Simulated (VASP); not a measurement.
A run of VASP 6.6.1 is set up as follows.

Contents of INCAR:

```
SYSTEM = Pt
PREC = Accurate
ENCUT = 520
EDIFF = 1E-7
ISMEAR = 0
SIGMA = 0.15
LREAL = .False.
LASPH = .True.
NELM = 80
ALGO = Normal
ISIF = 2
LWAVE = .False.
LCHARG = .True.
GGA = CA
LELF = .True.
LVHAR = .True.
NBANDS = 11
```

File KPOINTS:

```
regular mesh
0
Gamma
  20 20 20
  0 0 0
```

Contents of POSCAR:

```
Pt
1.0
   -0.1946767288      1.8494289240      1.8494289240
    1.8494289240     -0.1946767288      1.8494289240
    1.8494289240      1.8494289240     -0.1946767288
Pt
1
Direct
    0.0000000000      0.0000000000      0.0000000000
```

Potentials or basis: VASP PAW LDA potentials, release 64 (Pt).

The run is started by

```console
$ cat potpaw_LDA.64/Pt/POTCAR > POTCAR
$ mpirun -np 1 vasp_std > vasp.out
```

What does it give for the pressure?

10.6 GPa.

Predict the band gap on the k mesh.

zero (band 5 reaches 12.78 eV, above the bottom of band 6 at 9.47 eV).

Stress tensor (GPa, compression positive):
```
10.57  9.86  9.86
 9.86 10.57  9.86
 9.86  9.86 10.57
```

Caveat: spin-orbit coupling is left out, which moves the levels of the heavy elements.
